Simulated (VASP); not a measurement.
# Ir (R-3m) in VASP: further runs

Runs on Ir. Level: PBE. Tasks: electric field gradients.

Program: VASP 6.6.1. These are calculated values, not measurements. Logs are shortened: lines on timing, memory, paths and dates and some standing lists are left out, and cuts for length are marked.

### 1 The cell of the first run

The structure is trigonal, space group R-3m (No. 166). The conventional cell has a = 2.756 Å, b = 2.756 Å, c = 6.451 Å, α = 90.00°, β = 90.00°, γ = 120.00°. Within 3.5 Å of Ir (site symmetry -3m) lie 12 Ir at 2.67 to 2.76 Å.

### 2 Electric field gradients, PBE (equal xy, yz and zx shear strains of -3 %)

INCAR

```
SYSTEM = Ir
  ALGO = Normal
  EDIFF = 1E-8
  ENCUT = 520
  GGA = PE
  ISIF = 2
  ISMEAR = -1
  LASPH = .True.
  LCHARG = .False.
  LEFG = .True.
  LREAL = .False.
  LWAVE = .False.
  NBANDS = 10
  NELM = 60
  PREC = Accurate
  SIGMA = 0.05
```

KPOINTS

```
k-points
0
Gamma
  15 15 15
  0 0 0
```

POSCAR

```
Ir
1.0
   -0.0575910000      1.8909045000      1.8909045000
    1.8909045000     -0.0575910000      1.8909045000
    1.8909045000      1.8909045000     -0.0575910000
Ir
1
Direct
    0.0000000000      0.0000000000      0.0000000000
```

Potentials or basis: VASP PAW PBE potentials, release 64 (Ir).

Run with:

```sh
$ cat potpaw_PBE.64/Ir/POTCAR > POTCAR
$ mpirun -np 1 vasp_std > vasp.out
```

OUTCAR:

```text
SYSTEM = Ir
   EDIFF = 1E-8
   ENCUT = 520
   GGA = PE
   ISIF = 2
   ISMEAR = -1
   LASPH = .True.
   LREAL = .False.
   NELM = 60
   PREC = Accurate

 ion  position               nearest neighbor table
   1  0.000  0.000  0.000-

  LATTYP: Found a trigonal (rhomboedric) cell.
 ALAT       =     2.6747628642
 COS(alpha) =     0.4693254694

  Lattice vectors:

 A1 = (  -0.0575910000,   1.8909045000,   1.8909045000)
 A2 = (   1.8909045000,  -0.0575910000,   1.8909045000)
 A3 = (   1.8909045000,   1.8909045000,  -0.0575910000)

Analysis of symmetry for initial positions (statically):
=====================================================================
 Subroutine PRICEL returns:
 Original cell was already a primitive cell.

 Routine SETGRP: Setting up the symmetry group for a
 trigonal (rhombohedral) supercell.

 Subroutine GETGRP returns: Found 12 space group operations
 (whereof 12 operations were pure point group operations)
 out of a pool of 12 trial point group operations.

The static configuration has the point symmetry D_3d.

Analysis of symmetry for dynamics (positions and initial velocities):
=====================================================================
 Subroutine PRICEL returns:
 Original cell was already a primitive cell.

 Routine SETGRP: Setting up the symmetry group for a
 trigonal (rhombohedral) supercell.

 Subroutine GETGRP returns: Found 12 space group operations
 (whereof 12 operations were pure point group operations)
 out of a pool of 12 trial point group operations.

The dynamic configuration has the point symmetry D_3d.

 Subroutine INISYM returns: Found 12 space group operations
 (whereof 12 operations are pure point group operations),
 and found     1 'primitive' translations

----------------------------------------------------------------------------------------

                                     Primitive cell

  volume of cell :      14.1395

  direct lattice vectors                    reciprocal lattice vectors
    -0.057591000  1.890904500  1.890904500    -0.252640071  0.260576408  0.260576408
     1.890904500 -0.057591000  1.890904500     0.260576408 -0.252640071  0.260576408
     1.890904500  1.890904500 -0.057591000     0.260576408  0.260576408 -0.252640071

  length of vectors
     2.674762864  2.674762864  2.674762864     0.446796525  0.446796525  0.446796525

  position of ions in fractional coordinates (direct lattice)
     0.000000000  0.000000000  0.000000000

  ion indices of the primitive-cell ions
   primitive index   ion index
                 1           1

----------------------------------------------------------------------------------------

 KPOINTS: k-points

Automatic generation of k-mesh.
 Grid dimensions read from file:
 generate k-points for:   15   15   15

 Generating k-lattice:

  Cartesian coordinates                     Fractional coordinates (reciprocal lattice)
    -0.016842671  0.017371761  0.017371761     0.066666667 -0.000000000 -0.000000000
     0.017371761 -0.016842671  0.017371761    -0.000000000  0.066666667 -0.000000000
     0.017371761  0.017371761 -0.016842671    -0.000000000 -0.000000000  0.066666667

  Length of vectors
     0.029786435  0.029786435  0.029786435

  Shift w.r.t. Gamma in fractional coordinates (k-lattice)
     0.000000000  0.000000000  0.000000000

 Subroutine IBZKPT returns following result:
 ===========================================

 Found    344 irreducible k-points:

 Following reciprocal coordinates:
            Coordinates               Weight
  0.000000  0.000000  0.000000      1.000000
  0.066667  0.000000  0.000000      6.000000
  0.133333 -0.000000  0.000000      6.000000
  0.200000  0.000000  0.000000      6.000000
  0.266667 -0.000000  0.000000      6.000000
  0.333333  0.000000 -0.000000      6.000000
[... 16 lines left out ...]
  0.133333  0.133333 -0.000000      6.000000
  0.200000  0.133333  0.000000     12.000000
 [... further k-points ...]
   k-points           NKPTS =    344   k-points in BZ     NKDIM =    344   number of bands    NBANDS=     10
   number of dos      NEDOS =    301   number of ions     NIONS =      1
   total plane-waves  NPLWV =   8000
   dimension x,y,z NGX =    20 NGY =   20 NGZ =   20
   dimension x,y,z NGXF=    40 NGYF=   40 NGZF=   40
   ions per type =               1
   NGX,Y,Z   is equivalent  to a cutoff of  12.43, 12.43, 12.43 a.u.
   NGXF,Y,Z  is equivalent  to a cutoff of  24.86, 24.86, 24.86 a.u.
 SYSTEM =  Ir
   PREC   = accura    normal or accurate (medium, high low for compatibility)
   ISTART =      0    job   : 0-new  1-cont  2-samecut
   ICHARG =      2    charge: 1-file 2-atom 10-const
   ISPIN  =      1    spin polarized calculation?
   LNONCOLLINEAR =      F non collinear calculations
   LSORBIT =      F    spin-orbit coupling
   LASPH  =      T    aspherical Exc in radial PAW
   ENCUT  =  520.0 eV  38.22 Ry    6.18 a.u.   4.97  4.97  4.97*2*pi/ulx,y,z
   NELM   =     60;   NELMIN=  2; NELMDL= -5     # of ELM steps
   EDIFF  = 0.1E-07   stopping-criterion for ELM
   LREAL  =      F    real-space projection
   EDIFFG = 0.1E-06   stopping-criterion for IOM
   NSW    =      0    number of steps for IOM
   IBRION =     -1    ionic relax: 0-MD 1-quasi-New 2-CG
   NFREE  =      0    steps in history (QN), initial steepest desc. (CG)
   ISIF   =      2    stress and relaxation
   ISYM   =      2    0-nonsym 1-usesym 2-fastsym
   POTIM  = 0.5000    time-step for ionic-motion
   TEBEG  =    0.0;   TEEND  =   0.0 temperature during run
   PSTRESS=    0.0 pullay stress
   NELECT =       9.0000    total number of electrons
   NUPDOWN=      -1.0000    fix difference up-down
   EMIN   =  10.00;   EMAX   =-10.00  energy-range for DOS
   EFERMI =   0.00;   METHOD = LEGACY
   ISMEAR =    -1;   SIGMA  =   0.05  broadening in eV -4-tet -1-fermi 0-gaus
   EFERMI_NEDOS =   21; number of points for ismear=-14 and -15
   IALGO  =     38    algorithm
   IMIX   =      4    mixing-type and parameters
     AMIX     =   0.40;   BMIX     =  1.00
     AMIX_MAG =   1.60;   BMIX_MAG =  1.00
  volume/ion in A,a.u.               =      14.14        95.42
  Fermi-wavevector in a.u.,A,eV,Ry     =   1.408243  2.661194 26.982383  1.983149
  Thomas-Fermi vector in A             =   2.530421
   LORBIT       =      0    0 simple, 1 ext, 2 COOP (PROOUT), +10 PAW based schemes
   GGA     = PE    functional components
   LHFCALC =     F    Hartree Fock is set to
   AEXX    =    0.0000 exact exchange contribution
   IVDW    =     0    specifies the selected vdW correction
   LEPSILON=     F    determine dielectric tensor
   LRPA    =     F    only Hartree local field effects (RPA)
 non-spin polarized calculation
  energy-cutoff  :      520.00
  volume of cell :       14.14
 maximum number of plane-waves:       391
   NGX =  9   NGY =  9   NGZ =  9

 number of electron       8.9999999 magnetization

 Free energy of the ion-electron system (eV)
  ---------------------------------------------------
  ext. energy  EPLUGINS =         0.00000000
  ---------------------------------------------------
  free energy    TOTEN  =        -8.81432761 eV

  energy without entropy =       -8.80735581  energy(sigma->0) =       -8.81084171

 E-fermi :  10.4456     XC(G=0): -13.9894

 val. band max:       10.4393179877   @ k =  -0.4000   0.3333   0.2000
 cond. band min:      10.4507860220   @ k =  -0.4000   0.2000   0.2000
 fundamental gap:      0.0114680343
 Fermi energy:        10.4456240126

 k-point     1 :       0.0000    0.0000    0.0000
  band No.  band energies     occupation
      1      -0.7083      2.00000
      2       6.2551      2.00000
      3       6.2551      2.00000
      4       7.0068      2.00000
      5       9.2576      2.00000
      6       9.2576      2.00000
      7      24.7180      0.00000
      8      29.8685      0.00000
      9      29.8685      0.00000
     10      31.3682      0.00000

 k-point     2 :       0.0667    0.0000    0.0000
  band No.  band energies     occupation
      1      -0.5158      2.00000
      2       6.1937      2.00000
      3       6.3192      2.00000
      4       7.0638      2.00000
      5       9.2094      2.00000
      6       9.2134      2.00000
      7      25.0429      0.00000
      8      29.0246      0.00000
      9      30.2042      0.00000
     10      31.5567      0.00000

 k-point     3 :       0.1333   -0.0000    0.0000
  band No.  band energies     occupation
      1       0.0319      2.00000
      2       6.0178      2.00000
      3       6.4683      2.00000
      4       7.2380      2.00000
      5       9.1280      2.00000
      6       9.1432      2.00000
      7      25.8986      0.00000
      8      27.3095      0.00000
      9      31.1685      0.00000
     10      32.3586      0.00000

 k-point     4 :       0.2000    0.0000    0.0000
  band No.  band energies     occupation
      1       0.8255      2.00000
      2       5.8678      2.00000
      3       6.5764      2.00000
      4       7.3932      2.00000
      5       9.1809      2.00000
      6       9.2419      2.00000
      7      25.4591      0.00000
      8      26.8431      0.00000
      9      32.6329      0.00000
     10      33.6051      0.00000

 k-point     5 :       0.2667   -0.0000    0.0000
  band No.  band energies     occupation
      1       1.6228      2.00000
      2       6.0400      2.00000
      3       6.5260      2.00000
      4       7.3496      2.00000
      5       9.5110      2.00000
      6       9.6875      2.00000
      7      23.5524      0.00000
      8      26.9013      0.00000
      9      34.0422      0.00000
     10      34.4026      0.00000

 k-point     6 :       0.3333    0.0000   -0.0000
  band No.  band energies     occupation
      1       2.1113      2.00000
      2       6.3542      2.00000
      3       6.8318      2.00000
      4       7.1782      2.00000
      5      10.0572      1.99915
      6      10.3639      1.67336
      7      21.4640      0.00000
      8      25.9250      0.00000
      9      32.5716      0.00000
     10      33.7709      0.00000
[... 183 lines left out ...]
 k-point    21 :      -0.1333    0.0667    0.0000
  band No.  band energies     occupation
      1       0.4294      2.00000
      2       5.8033      2.00000
      3       6.6023      2.00000
      4       7.3864      2.00000
      5       8.8141      2.00000
      6       9.4684      2.00000
      7      26.4495      0.00000
      8      26.7217      0.00000
      9      30.8770      0.00000
     10      33.3884      0.00000

 k-point    22 :      -0.0667    0.0667    0.0000
  band No.  band energies     occupation
      1      -0.2089      2.00000
      2       6.0178      2.00000
      3       6.4452      2.00000
      4       7.1967      2.00000
      5       9.0070      2.00000
      6       9.3244      2.00000
      7      25.5330      0.00000
      8      28.1767      0.00000
      9      30.2788      0.00000
     10      32.2199      0.00000

 k-point    23 :       0.1333    0.1333   -0.0000
  band No.  band energies     occupation
      1       0.3131      2.00000
      2       5.7337      2.00000
      3       6.8759      2.00000
      4       7.3557      2.00000
      5       8.4159      2.00000
      6       9.5487      2.00000
      7      26.4515      0.00000
      8      28.6322      0.00000
      9      30.0318      0.00000
     10      31.1093      0.00000

 k-point    24 :       0.2000    0.1333    0.0000
  band No.  band energies     occupation
      1       0.9372      2.00000
      2       5.4390      2.00000
      3       7.0527      2.00000
      4       7.6678      2.00000
      5       8.2136      2.00000
      6       9.7148      2.00000
      7      27.2990      0.00000
      8      27.4815      0.00000
      9      30.7769      0.00000
     10      31.1398      0.00000

 [... further k-points ...]
[... 5 lines left out ...]
  --------------------------------------------------------------------------------------
  -------------------------------------------------------------------------------------
  Total        0.9593214      0.9593214      0.9593214      0.7399802      0.7399802      0.7399802
  in kB      108.7028208    108.7028208    108.7028208     83.8487835     83.8487835     83.8487835
  external PRESSURE =     108.7028208 kB  Pullay stress =       0.0000000 kB

 VOLUME and BASIS-vectors are now :
 -----------------------------------------------------------------------------
  energy-cutoff  :      520.00
  volume of cell :       14.14
      direct lattice vectors                 reciprocal lattice vectors
    -0.057591000  1.890904500  1.890904500    -0.252640071  0.260576408  0.260576408
     1.890904500 -0.057591000  1.890904500     0.260576408 -0.252640071  0.260576408
     1.890904500  1.890904500 -0.057591000     0.260576408  0.260576408 -0.252640071

 POSITION                                       TOTAL-FORCE (eV/Angst)
 -----------------------------------------------------------------------------------
      0.00000      0.00000      0.00000         0.000000     -0.000000      0.000000
 -----------------------------------------------------------------------------------
    total drift:                               -0.000000     -0.000000     -0.000000

  FREE ENERGIE OF THE ION-ELECTRON SYSTEM (eV)
  ---------------------------------------------------
  free  energy   TOTEN  =        -8.8143276055 eV

  energy  without entropy=       -8.8073558090  energy(sigma->0) =       -8.81084171

 Electric field gradients (V/A^2)
---------------------------------------------------------------------
 ion       V_xx      V_yy      V_zz      V_xy      V_xz      V_yz
---------------------------------------------------------------------
   1      -0.000    -0.000     0.000   -35.326   -35.326   -35.326
---------------------------------------------------------------------

 Electric field gradients after diagonalization (V/A^2)
 (convention: |V_zz| > |V_xx| > |V_yy|)
----------------------------------------------------------------------
 ion       V_xx      V_yy      V_zz     asymmetry (V_yy - V_xx)/ V_zz
----------------------------------------------------------------------
   1      35.326    35.326   -70.652       0.000
----------------------------------------------------------------------

           NMR quadrupolar parameters

 Cq : quadrupolar parameter    Cq=e*Q*V_zz/h
 eta: asymmetry parameters     (V_yy - V_xx)/ V_zz
 Q  : nuclear electric quadrupole moment in mb (millibarn)
----------------------------------------------------------------------
 ion       Cq(MHz)       eta       Q (mb)
----------------------------------------------------------------------
   1      -0.171       0.000       1.000
----------------------------------------------------------------------
```

Wall time 35 s (1 thread of AMD EPYC 9R14 (Zen 4), shared host); peak memory 0.14 GiB.

What came out:

* Free energy: -8.8143 eV
* Pressure: 10.9 GPa

Electric field gradients, principal values (V/Å²):
```tsv
atom	least	middle	greatest (by size)
1 Ir	35.326	35.326	-70.652
```

Caveat: the cell differs from its parent crystal (equal xy, yz and zx shear strains of -3 %); without QUAD_EFG the Cq values of the log hold for a quadrupole moment of 1 mb, not for the nuclei; spin-orbit coupling is left out, which moves the levels of the heavy elements.

(Continued in part 2 of 3.)
